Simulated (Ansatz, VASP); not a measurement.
**WSe2 in VASP and in Ansatz**

```
W Se
1.0
     3.29967    0.00000    0.00000
    -1.64983    2.85760    0.00000
     0.00000    0.00000   13.14853
W Se
2 4
Direct
  0.66667 0.33333 0.75000
  0.33333 0.66667 0.25000
  0.33333 0.66667 0.87666
  0.66667 0.33333 0.37666
  0.33333 0.66667 0.62334
  0.66667 0.33333 0.12334
```

Alike in both runs: task single point; functional r2SCAN; k mesh 12 × 12 × 2; no spin polarisation.

|  | VASP | Ansatz |
| --- | --- | --- |
| version | VASP 6.6.1 | Ansatz 0.2.0 |
| potentials or method | VASP PAW PBE potentials, release 64 (W_sv, Se) | plane waves, PAW |
| plane-wave cutoff (eV) | 520 | 500 |
| occupations | gaussian, width 0.01 eV | fixed |
| valence electrons in the cell | 52 | 92 |

Ansatz gave:

| Quantity | Value |
| --- | --- |
| gap on the k mesh at the Fermi level (eV) | 1.16 |
| pressure (GPa) | 1.3 |
| traceless stress, the component that is largest in VASP (GPa) | -0.10 |
| rms of the force components (eV/Å) | 0.017 |

Q: Estimate VASP's values.

A: gap on the k mesh at the Fermi level (eV): 1.16; pressure (GPa): 1.7; traceless stress, the component that is largest in VASP (GPa): -0.06; rms of the force components (eV/Å): 0.004.

VASP's potentials were made for PBE, not for r2SCAN. Atom by atom the forces differ by 0.021 eV/Å (rms over components). VASP's potentials hold 52 valence electrons a cell and Ansatz's 92, so a difference there can come from the potentials and not from the codes.

Spin-orbit coupling is off throughout.
